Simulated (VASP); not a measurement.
Wanted: the native input for a VASP 6.6.1 run.

```
Task                   : single point
Functional             : PBE
Potentials or basis    : VASP PAW PBE potentials, release 64 (Pb_d, F)
Cutoff                 : 520 eV
k mesh                 : 8 × 8 × 8
Occupations            : gaussian, width 0.05 eV
Spin                   : no spin polarisation
Dipole correction      : no
Further INCAR settings : ALGO = Normal; EDIFF = 1e-07; NBANDS = 21
```

The structure of PbF2 lies in POSCAR:

```
PbF2
1.0
    0.0000000000      2.7947358504      3.3536830204
    2.7947358504      0.0000000000      3.3536830204
    2.7947358504      2.7947358504      0.0000000000
Pb F
1 2
Direct
    0.0000000000      0.0000000000      0.0000000000
    0.2500000000      0.2500000000      0.2500000000
    0.7500000000      0.7500000000      0.7500000000
```

This cell differs from its parent crystal: ratio of the length along z to the lengths across it x 1.2, volume and fractional coordinates fixed.

The input as run:

INCAR

```
ALGO     = Normal         # electronic algorithm
EDIFF    = 1E-7           # SCF threshold, eV
ENCUT    = 520            # plane-wave cutoff, eV
GGA      = PE             # functional
ISIF     = 2              # what is computed and relaxed
ISMEAR   = 0              # smearing method
LASPH    = T              # aspherical terms in the spheres
LCHARG   = T              # write CHGCAR
LELF     = T              # ELF
LREAL    = F              # projectors in reciprocal space
LVHAR    = T            
LWAVE    = F              # write WAVECAR
NBANDS   = 21             # bands
NELM     = 100            # most SCF steps
PREC     = Accurate       # precision mode
SIGMA    = 0.05           # smearing width, eV
```

KPOINTS

```
k-points
0
Gamma
  8 8 8
```

Potentials or basis: VASP PAW PBE potentials, release 64 (Pb_d, F).

Command:

```sh
$ cat potpaw_PBE.64/Pb_d/POTCAR potpaw_PBE.64/F/POTCAR > POTCAR
$ mpirun -np 1 vasp_std > vasp.out
```

Results of the run:

```
Pressure               : 0.9 GPa
Band gap on the k mesh : 3.62 eV, indirect (least direct gap 4.47 eV)
```

Caveat: spin-orbit coupling is left out, which moves the levels of the heavy elements.

It took 64 s on 1 thread of Intel(R) Xeon(R) Platinum 8488C (Sapphire Rapids), with other jobs on the host, peak memory 0.21 GiB.
